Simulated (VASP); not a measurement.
# BN (pbesol) (F-43m) in VASP: further runs

BN (pbesol) is run at these levels: PBEsol; tasks: single point.

Everything below comes from runs of VASP 6.6.1. Logs are shortened: lines on timing, memory, paths and dates and some standing lists are left out, and cuts for length are marked.

### Step 1. The cell of the first run

Symmetry: F-43m, No. 216, cubic system. The conventional cell has a = 3.630 Å, b = 3.630 Å, c = 3.630 Å, α = 90.00°, β = 90.00°, γ = 90.00°. B (site symmetry -43m) has 4 N at 1.57 Å within 2.1 Å. N (site symmetry -43m) has 4 B at 1.57 Å within 2.1 Å.

### Step 2. Single point, PBEsol (volume scaled by 1.02)

File INCAR:

```
PREC = Accurate
ENCUT = 600
EDIFF = 1E-6
ISMEAR = 0
SIGMA = 0.01
LREAL = False
LASPH = True
NELM = 120
ALGO = Normal
ISIF = 2
LWAVE = False
LCHARG = True
GGA = PS
LELF = True
LVHAR = True
NBANDS = 11
GGA_COMPAT = False
```

File KPOINTS:

```
regular mesh
0
Gamma
  12 12 12
```

File POSCAR:

```
BN
1.0
    0.0000000000      1.8147822517      1.8147822517
    1.8147822517      0.0000000000      1.8147822517
    1.8147822517      1.8147822517      0.0000000000
B N
1 1
Direct
    0.0000000000      0.0000000000      0.0000000000
    0.2500000000      0.2500000000      0.2500000000
```

Potentials or basis: VASP PAW PBE potentials, release 64 (B, N).

The run is started by

```
$ cat potpaw_PBE.64/B/POTCAR potpaw_PBE.64/N/POTCAR > POTCAR
$ mpirun -np 1 vasp_std > vasp.out
```

OUTCAR:

```text
PREC = Accurate
   ENCUT = 600
   EDIFF = 1E-6
   ISMEAR = 0
   LREAL = False
   LASPH = True
   NELM = 120
   ISIF = 2
   GGA = PS

 ion  position               nearest neighbor table
   1  0.000  0.000  0.000-   2 1.57   2 1.57   2 1.57   2 1.57
   2  0.250  0.250  0.250-   1 1.57   1 1.57   1 1.57   1 1.57

  LATTYP: Found a face centered cubic cell.
 ALAT       =     3.6295645034

  Lattice vectors:

 A1 = (   0.0000000000,   1.8147822517,   1.8147822517)
 A2 = (   1.8147822517,   0.0000000000,   1.8147822517)
 A3 = (   1.8147822517,   1.8147822517,   0.0000000000)

Analysis of symmetry for initial positions (statically):
=====================================================================
 Subroutine PRICEL returns:
 Original cell was already a primitive cell.

 Routine SETGRP: Setting up the symmetry group for a
 face centered cubic supercell.

 Subroutine GETGRP returns: Found 24 space group operations
 (whereof 24 operations were pure point group operations)
 out of a pool of 48 trial point group operations.

The static configuration has the point symmetry T_d .

Analysis of symmetry for dynamics (positions and initial velocities):
=====================================================================
 Subroutine PRICEL returns:
 Original cell was already a primitive cell.

 Routine SETGRP: Setting up the symmetry group for a
 face centered cubic supercell.

 Subroutine GETGRP returns: Found 24 space group operations
 (whereof 24 operations were pure point group operations)
 out of a pool of 48 trial point group operations.

The dynamic configuration has the point symmetry T_d .

 Subroutine INISYM returns: Found 24 space group operations
 (whereof 24 operations are pure point group operations),
 and found     1 'primitive' translations

----------------------------------------------------------------------------------------

                                     Primitive cell

  volume of cell :      11.9537

  direct lattice vectors                    reciprocal lattice vectors
     0.000000000  1.814782252  1.814782252    -0.275515148  0.275515148  0.275515148
     1.814782252  0.000000000  1.814782252     0.275515148 -0.275515148  0.275515148
     1.814782252  1.814782252  0.000000000     0.275515148  0.275515148 -0.275515148

  length of vectors
     2.566489673  2.566489673  2.566489673     0.477206234  0.477206234  0.477206234

  position of ions in fractional coordinates (direct lattice)
[... 82 lines left out ...]
   NSW    =      0    number of steps for IOM
   IBRION =     -1    ionic relax: 0-MD 1-quasi-New 2-CG
   NFREE  =      0    steps in history (QN), initial steepest desc. (CG)
   ISIF   =      2    stress and relaxation
   ISYM   =      2    0-nonsym 1-usesym 2-fastsym
   POTIM  = 0.5000    time-step for ionic-motion
   TEBEG  =    0.0;   TEEND  =   0.0 temperature during run
   PSTRESS=    0.0 pullay stress
   NELECT =       8.0000    total number of electrons
   NUPDOWN=      -1.0000    fix difference up-down
   EMIN   =  10.00;   EMAX   =-10.00  energy-range for DOS
   EFERMI =   0.00;   METHOD = LEGACY
   ISMEAR =     0;   SIGMA  =   0.01  broadening in eV -4-tet -1-fermi 0-gaus
   EFERMI_NEDOS =   21; number of points for ismear=-14 and -15
   IALGO  =     38    algorithm
   IMIX   =      4    mixing-type and parameters
     AMIX     =   0.40;   BMIX     =  1.00
     AMIX_MAG =   1.60;   BMIX_MAG =  1.00
  volume/ion in A,a.u.               =       5.98        40.33
  Fermi-wavevector in a.u.,A,eV,Ry     =   1.431980  2.706050 27.899656  2.050567
  Thomas-Fermi vector in A             =   2.551658
   LORBIT       =      0    0 simple, 1 ext, 2 COOP (PROOUT), +10 PAW based schemes
   GGA     = PS    functional components
   LHFCALC =     F    Hartree Fock is set to
   AEXX    =    0.0000 exact exchange contribution
   IVDW    =     0    specifies the selected vdW correction
   LEPSILON=     F    determine dielectric tensor
   LRPA    =     F    only Hartree local field effects (RPA)
 non-spin polarized calculation
 Gauss-broadening in eV      SIGMA  =   0.01
  energy-cutoff  :      600.00
  volume of cell :       11.95
 maximum number of plane-waves:       415
 NGX is ok and might be reduce to    24
   NGX = 11   NGY = 11   NGZ = 11

 number of electron       8.0000000 magnetization

 Free energy of the ion-electron system (eV)
  ---------------------------------------------------
  ext. energy  EPLUGINS =         0.00000000
  ---------------------------------------------------
  free energy    TOTEN  =       -18.34643984 eV

  energy without entropy =      -18.34643984  energy(sigma->0) =      -18.34643984

 E-fermi :   7.2584     XC(G=0): -12.9575

 val. band max:        7.2145287120   @ k =   0.0000   0.0000   0.0000
 cond. band min:      11.4788210635   @ k =   0.5000   0.5000   0.0000
 fundamental gap:      4.2642923516
 Fermi energy:         7.2583540683

 k-point     1 :       0.0000    0.0000    0.0000
  band No.  band energies     occupation
      1     -12.9016      2.00000
      2       7.2145      2.00000
      3       7.2145      2.00000
      4       7.2145      2.00000
      5      15.9196      0.00000
      6      15.9196      0.00000
      7      15.9196      0.00000
      8      17.2890      0.00000
      9      31.4997      0.00000
     10      34.7546      0.00000
     11      34.7546      0.00000
[... 309 lines left out ...]
 k-point    24 :      -0.4167    0.1667    0.0000
  band No.  band energies     occupation
      1      -8.3284      2.00000
      2      -2.7621      2.00000
      3       3.1061      2.00000
      4       4.6625      2.00000
      5      16.3375      0.00000
      6      19.2022      0.00000
      7      19.2982      0.00000
      8      22.6578      0.00000
      9      27.9094      0.00000
     10      32.2504      0.00000
     11      33.5300      0.00000

 [... further k-points ...]
[... 5 lines left out ...]
  --------------------------------------------------------------------------------------
  -------------------------------------------------------------------------------------
  Total       -0.5299556     -0.5299556     -0.5299556     -0.0000000     -0.0000000      0.0000000
  in kB      -71.0307616    -71.0307616    -71.0307616     -0.0000000     -0.0000000      0.0000000
  external PRESSURE =     -71.0307616 kB  Pullay stress =       0.0000000 kB

 VOLUME and BASIS-vectors are now :
 -----------------------------------------------------------------------------
  energy-cutoff  :      600.00
  volume of cell :       11.95
      direct lattice vectors                 reciprocal lattice vectors
     0.000000000  1.814782252  1.814782252    -0.275515148  0.275515148  0.275515148
     1.814782252  0.000000000  1.814782252     0.275515148 -0.275515148  0.275515148
     1.814782252  1.814782252  0.000000000     0.275515148  0.275515148 -0.275515148

 POSITION                                       TOTAL-FORCE (eV/Angst)
 -----------------------------------------------------------------------------------
      0.00000      0.00000      0.00000         0.000000      0.000000      0.000000
      0.90739      0.90739      0.90739        -0.000000     -0.000000     -0.000000
 -----------------------------------------------------------------------------------
    total drift:                                0.000000      0.000000      0.000000

  FREE ENERGIE OF THE ION-ELECTRON SYSTEM (eV)
  ---------------------------------------------------
  free  energy   TOTEN  =       -18.3464398402 eV

  energy  without entropy=      -18.3464398402  energy(sigma->0) =      -18.34643984
```

OSZICAR:

```text
N       E                     dE             d eps       ncg     rms          rms(c)
DAV:   1     0.133963628638E+02    0.13396E+02   -0.53849E+03  1600   0.813E+02
DAV:   2    -0.186262752454E+02   -0.32023E+02   -0.31036E+02  1907   0.187E+02
DAV:   3    -0.192721688178E+02   -0.64589E+00   -0.64482E+00  1887   0.222E+01
DAV:   4    -0.192730309765E+02   -0.86216E-03   -0.86214E-03  1704   0.905E-01
DAV:   5    -0.192730317629E+02   -0.78643E-06   -0.78646E-06  1854   0.278E-02    0.646E+00
DAV:   6    -0.184460069603E+02    0.82702E+00   -0.26905E+00  1744   0.980E+00    0.319E+00
DAV:   7    -0.183665685008E+02    0.79438E-01   -0.92812E-02  1788   0.248E+00    0.184E+00
DAV:   8    -0.183464220843E+02    0.20146E-01   -0.32106E-02  1779   0.124E+00    0.172E-01
DAV:   9    -0.183464165820E+02    0.55023E-05   -0.85374E-04  1701   0.250E-01    0.779E-02
DAV:  10    -0.183464378388E+02   -0.21257E-04   -0.65078E-05  1743   0.775E-02    0.132E-02
DAV:  11    -0.183464397507E+02   -0.19119E-05   -0.41492E-06  1801   0.160E-02    0.824E-03
DAV:  12    -0.183464398402E+02   -0.89504E-07   -0.96832E-07   864   0.699E-03
   1 F= -.18346440E+02 E0= -.18346440E+02  d E =-.446214E-13
```

stdout:

```text
POSCAR found type information on POSCAR B N
 POSCAR found :  2 types and       2 ions
 scaLAPACK will be used
 -----------------------------------------------------------------------------
|                                                                             |
|                                                                             |
|     You enforced a specific xc type in the INCAR file but a different       |
|     I HOPE YOU KNOW WHAT YOU ARE DOING!                                     |
|                                                                             |
 -----------------------------------------------------------------------------

 LDA part: xc-table for (Slater+PW92), standard interpolation
 POSCAR, INCAR and KPOINTS ok, starting setup
 FFT: planning ... GRIDC
 FFT: planning ... GRID_SOFT
 FFT: planning ... GRID
 WAVECAR not read
 entering main loop
```

Wall time 7.8 s (1 thread of AMD EPYC 9R45 (Zen 5), shared host); peak memory 0.11 GiB.

What came out:

| Item | Value |
| --- | --- |
| Free energy | -18.3464 eV |
| Pressure | -7.1 GPa |
| Band gap on the k mesh | 4.26 eV, indirect (least direct gap 8.71 eV) |

Caveat: the PAW data sets were made with another functional, which shifts forces and pressure a little. A k mesh can miss the band edges.

### Step 3. Single point, PBEsol (volume scaled by 1.03)

File INCAR:

```
SYSTEM = BN
PREC     = Accurate       ! precision mode
ENCUT    = 600            ! plane-wave cutoff, eV
EDIFF    = 1E-6           ! SCF threshold, eV
ISMEAR   = 0              ! smearing method
SIGMA    = 0.02           ! smearing width, eV
LREAL    = .FALSE.        ! projectors in reciprocal space
LASPH    = .TRUE.         ! aspherical terms in the spheres
NELM     = 120            ! most SCF steps
ALGO     = Normal         ! electronic algorithm
ISIF     = 2              ! what is computed and relaxed
LWAVE    = .FALSE.        ! write WAVECAR
LCHARG   = .FALSE.        ! write CHGCAR
GGA      = PS             ! functional
NBANDS   = 11             ! bands
GGA_COMPAT= .FALSE.
```

File KPOINTS:

```
Automatic mesh
0
G
  12 12 12
  0 0 0
```

File POSCAR:

```
BN
1.0
    0.0000000000      1.8206936363      1.8206936363
    1.8206936363      0.0000000000      1.8206936363
    1.8206936363      1.8206936363      0.0000000000
B N
1 1
Direct
    0.0000000000      0.0000000000      0.0000000000
    0.2500000000      0.2500000000      0.2500000000
```

Potentials or basis: VASP PAW PBE potentials, release 64 (B, N).

The run is started by

```
$ cat potpaw_PBE.64/B/POTCAR potpaw_PBE.64/N/POTCAR > POTCAR
$ mpirun -np 1 vasp_std > vasp.out
```

Run time: 7.5 s. Hardware: 1 thread of AMD EPYC 9R45 (Zen 5), shared host; peak memory 0.11 GiB.

It converged, with:

```
Free energy            : -18.3403 eV
Pressure               : -10.6 GPa
Band gap on the k mesh : 4.25 eV, indirect (least direct gap 8.66 eV)
```

Levels at points of the mesh, in eV from the valence-band top:
```tsv
k point	band 1	band 2	band 3	band 4	band 5	band 6	band 7	band 8	band 9
(0.00, 0.00, 0.00)	-20.01	0.00	0.00	0.00	8.66	8.66	8.66	9.92	24.10
(0.50, 0.00, 0.00)	-15.84	-10.58	-1.91	-1.91	9.81	10.50	10.50	14.86	22.87
(0.50, 0.50, 0.00)	-14.49	-8.82	-4.83	-4.83	4.25	8.97	17.55	17.55	20.25
```

Caveat: the PAW data sets were made with another functional, which shifts forces and pressure a little. A k mesh can miss the band edges.

### Step 4. Single point, PBEsol (volume scaled by 1.06)

File INCAR:

```
  PREC = Accurate
  ENCUT = 600
  EDIFF = 1E-6
  ISMEAR = 0
  SIGMA = 0.02
  LREAL = False
  LASPH = True
  NELM = 120
  ALGO = Normal
  ISIF = 2
  LWAVE = False
  LCHARG = True
  GGA = PS
  LELF = True
  LVHAR = True
  NBANDS = 11
  GGA_COMPAT = False
```

File KPOINTS:

```
regular mesh
0
Gamma
  12 12 12
```

File POSCAR:

```
BN
1.0
    0.0000000000      1.8382013799      1.8382013799
    1.8382013799      0.0000000000      1.8382013799
    1.8382013799      1.8382013799      0.0000000000
B N
1 1
Direct
    0.0000000000      0.0000000000      0.0000000000
    0.2500000000      0.2500000000      0.2500000000
```

The run is started by

```
$ cat potpaw_PBE.64/B/POTCAR potpaw_PBE.64/N/POTCAR > POTCAR
$ mpirun -np 1 vasp_std > vasp.out
```

Run time: 8 s. Hardware: 1 thread of AMD EPYC 9R45 (Zen 5), shared host; peak memory 0.11 GiB.

The run converged. Its results:

- Free energy: -18.3075 eV
- Pressure: -20.0 GPa
- Band gap on the k mesh: 4.22 eV, indirect (least direct gap 8.53 eV)

Levels at points of the mesh, in eV from the valence-band top:
```tsv
k point	band 1	band 2	band 3	band 4	band 5	band 6	band 7	band 8	band 9
(0.00, 0.00, 0.00)	-19.69	0.00	0.00	0.00	8.53	8.53	8.53	9.47	23.58
(0.50, 0.00, 0.00)	-15.66	-10.32	-1.86	-1.86	9.45	10.35	10.35	14.57	22.48
(0.50, 0.50, 0.00)	-14.35	-8.64	-4.70	-4.70	4.22	8.81	17.12	17.12	19.78
```

Caveat: the PAW data sets were made with another functional, which shifts forces and pressure a little. A k mesh can miss the band edges.

### Step 5. The runs side by side

```tsv
cell	smearing	gap on the mesh (eV)	pressure (GPa)
a = 2.566 Å, angles 60.0°, 2 atoms	gaussian 0.01 eV	4.26	-7.1
a = 2.575 Å, angles 60.0°, 2 atoms	gaussian 0.02 eV	4.25	-10.6
a = 2.600 Å, angles 60.0°, 2 atoms	gaussian 0.02 eV	4.22	-20.0
```

Alike in all rows: task single point; level PBEsol; potentials or basis VASP PAW PBE potentials, release 64 (B, N); no spin polarisation; k mesh 12 × 12 × 12; cutoff (eV) 600.

Caveats: the PAW data sets were made with another functional, which shifts forces and pressure a little.

Total energies depend on the potentials used, so only differences within one code and one set of settings carry meaning.
